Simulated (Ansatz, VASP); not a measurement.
MgCdSe2: VASP beside Ansatz

Contents of POSCAR:

```
MgCdSe2
1.0
    1.9952091417      1.1519345351      6.5149835731
   -1.9952091417      1.1519345351      6.5149835731
    0.0000000000     -2.3038690701      6.5149835731
Mg Cd Se
1 1 2
Direct
    1.0000000000      0.0000000000      0.0000000000
    0.5000000000      0.5000000000      0.5000000000
    0.2533357355      0.2533357355      0.2533357355
    0.7466642645      0.7466642645      0.7466642645
```

INCAR.step1

```
ALGO = Normal
EDIFF = 1E-4
ENCUT = 520
GGA = PE
ISMEAR = 0
LASPH = T
LCHARG = F
LREAL = F
LWAVE = T
NBANDS = 21
NELM = 100
PREC = Accurate
SIGMA = 0.01
```

Contents of INCAR.step2:

```
ALGO = Normal
EDIFF = 1E-7
ENCUT = 520
ISIF = 2
ISMEAR = 0
ISTART = 1
LASPH = T
LCHARG = F
LMIXTAU = T
LREAL = F
LWAVE = F
METAGGA = R2SCAN
NBANDS = 21
NELM = 100
PREC = Accurate
SIGMA = 0.01
```

Contents of KPOINTS:

```
k-points
0
Gamma
  6 6 6
```

Input for Ansatz:

```yaml
crystal:
  lattice:
    - [1.9952091417, 1.1519345351, 6.5149835731]
    - [-1.9952091417, 1.1519345351, 6.5149835731]
    - [0.0, -2.3038690701, 6.5149835731]
  atoms:
    - { symbol: Mg, position: [1.0, 0.0, 0.0] }
    - { symbol: Cd, position: [0.5, 0.5, 0.5] }
    - { symbol: Se, position: [0.2533357355, 0.2533357355, 0.2533357355] }
    - { symbol: Se, position: [0.7466642645, 0.7466642645, 0.7466642645] }
kpoints:
  mp_grid: { grid: [6, 6, 6] }
hamiltonian:
  xc: r2scan
scf:
  occupations: { method: fixed }
  n_extra_bands: 5
output:
  forces: true
  stress: true
  eigenvalues: true
```

Alike in both runs: task single point; functional r2SCAN; k mesh 6 × 6 × 6; no spin polarisation.

|  | VASP | Ansatz |
| --- | --- | --- |
| version | VASP 6.6.1 | Ansatz 0.2.0 |
| potentials or method | VASP PAW PBE potentials, release 64 (Mg, Cd, Se) | plane waves, PAW |
| plane-wave cutoff (eV) | 520 | 500 |
| occupations | gaussian, width 0.01 eV | fixed |
| valence electrons in the cell | 26 | 62 |

Ansatz gave:

* gap on the k mesh at the Fermi level (eV): 1.13
* pressure (GPa): -1.9
* rms of the force components (eV/Å): 0.010

**Question.** Estimate VASP's values.

**Answer.** gap on the k mesh at the Fermi level (eV): 1.10; pressure (GPa): -1.8; rms of the force components (eV/Å): 0.010.

VASP's potentials were made for PBE, not for r2SCAN. Atom by atom the forces differ by 0.020 eV/Å (rms over components). VASP's potentials hold 26 valence electrons a cell and Ansatz's 62, so a difference there can come from the potentials and not from the codes.
